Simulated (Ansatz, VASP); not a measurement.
**In3Se: VASP beside Ansatz**

INCAR

```
SYSTEM = In3Se
  PREC = Accurate
  ENCUT = 520
  EDIFF = 1E-6
  ISMEAR = 0
  SIGMA = 0.15
  LREAL = .False.
  LASPH = .True.
  NELM = 100
  ALGO = Normal
  ISIF = 2
  LWAVE = .False.
  LCHARG = .False.
  GGA = PS
  IVDW = 12
  NBANDS = 30
```

KPOINTS

```
regular mesh
0
Gamma
  10 10 10
  0 0 0
```

File POSCAR:

```
In3Se
1.0
    4.4666373492      0.0000000000      0.0000000000
    0.0000000000      4.4666373492      0.0000000000
    0.0000000000      0.0000000000      4.8396015678
In Se
3 1
Direct
    0.0000000000      0.5000000000      0.5000000000
    0.5000000000      0.0000000000      0.5000000000
    0.5000000000      0.5000000000      0.0000000000
    0.0000000000      0.0000000000      0.0000000000
```

Input for Ansatz:

```yaml
crystal:
  lattice:
    - [4.4666373492, 0.0, 0.0]
    - [0.0, 4.4666373492, 0.0]
    - [0.0, 0.0, 4.8396015678]
  atoms:
    - { symbol: In, position: [0.0, 0.5, 0.5] }
    - { symbol: In, position: [0.5, 0.0, 0.5] }
    - { symbol: In, position: [0.5, 0.5, 0.0] }
    - { symbol: Se, position: [0.0, 0.0, 0.0] }
basis:
  ecutwfc: 420
kpoints:
  mp_grid: { grid: [10, 10, 10] }
hamiltonian:
  xc: pbesol
  pseudopotentials: { kind: paw, azcp: { folder: soft_1 } }
  dispersion: d3bj
scf:
  occupations: { method: gaussian, width: 0.15 }
output:
  forces: true
  stress: true
  eigenvalues: true
```

Alike in both runs: task single point; functional PBEsol; dispersion D3(BJ); k mesh 10 × 10 × 10; occupations gaussian, width 0.15 eV; no spin polarisation.

|  | VASP | Ansatz |
| --- | --- | --- |
| version | VASP 6.6.1 | Ansatz 0.2.0 |
| potentials or method | VASP PAW PBE potentials, release 64 (In_d, Se), cutoff 520 eV | scalar-relativistic, plane waves, PAW |
| valence electrons in the cell | 45 | 55 |

|  | VASP | Ansatz | Ansatz less VASP |
| --- | --- | --- | --- |
| gap on the k mesh at the Fermi level (eV) | none | none | - |
| pressure (GPa) | 0.0 | 0.0 | 0.00 |
| traceless stress, the component that is largest in VASP (GPa) | -0.70 | -0.70 | +0.005 |

VASP's potentials were made for PBE, not for PBEsol, and Ansatz warns of the same on its side. A gap of «none» marks a metal or a gap that the smearing closes. VASP's potentials hold 45 valence electrons a cell and Ansatz's 55, so a difference there can come from the potentials and not from the codes.
